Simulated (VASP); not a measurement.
Runs of VASP 6.6.1 on BeSe. The structure is that of space group F-43m (No. 216), or close to it. The cells are those of the table. 

```csv
task,cell,k mesh,smearing,gap on the mesh (eV),pressure (GPa),relaxed volume (Å³/atom)
relaxation of cell and atoms,"relaxed from a = 3.627 Å, angles 60.0°, 2 atoms",10 × 10 × 10,gaussian 0.02 eV,2.46,0.0,16.93
single point,"a = 3.627 Å, angles 60.0°, 2 atoms",8 × 8 × 8,gaussian 0.02 eV,2.45,0.3,-
single point,"a = 3.654 Å, angles 60.0°, 2 atoms",6 × 6 × 6,gaussian 0.1 eV,2.50,(a),-
relaxation of cell and atoms,"relaxed from a = 3.654 Å, angles 60.0°, 2 atoms",8 × 8 × 8,gaussian 0.02 eV,2.46,0.0,16.93
single point,"a = 3.627 Å, angles 60.0°, 2 atoms",10 × 10 × 10,gaussian 0.02 eV,2.45,0.3,-
```

Alike in all rows: level PBEsol; potentials or basis VASP PAW PBE potentials, release 64 (Be, Se); no spin polarisation; cutoff (eV) 600.

Q: Fill in the values left out.

A: (a) -1.4.

Caveats: the PAW data sets were made with another functional, which shifts forces and pressure a little.

A k mesh can miss the band edges, and the runs leave out spin-orbit coupling on Se.
